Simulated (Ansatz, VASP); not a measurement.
# One calculation of SnSe2, two programs

```
Sn Se
1.0
     0.00000    3.40686    3.40686
     3.40686    0.00000    3.40686
     3.40686    3.40686    0.00000
Sn Se
1 2
Direct
  0.00000 0.00000 0.00000
  0.25000 0.25000 0.25000
  0.75000 0.75000 0.75000
```

Alike in both runs: task single point; functional PBE; k mesh 2 × 2 × 2; occupations fermi-dirac, width 0.02 eV; no spin polarisation.

|  | VASP | Ansatz |
| --- | --- | --- |
| version | VASP 6.6.1 | Ansatz 0.2.0 |
| potentials or method | VASP PAW PBE potentials, release 64 (Sn_d, Se) | plane waves |
| plane-wave cutoff (eV) | 500 | 420 |
| valence electrons in the cell | 26 | 46 |

```tsv
	VASP	Ansatz	Ansatz less VASP
pressure (GPa)	-2.0	-2.0	0.00
```

VASP's potentials hold 26 valence electrons a cell and Ansatz's 46, so a difference there can come from the potentials and not from the codes.

The k mesh is coarse, so the values compare programs but aren't converged.
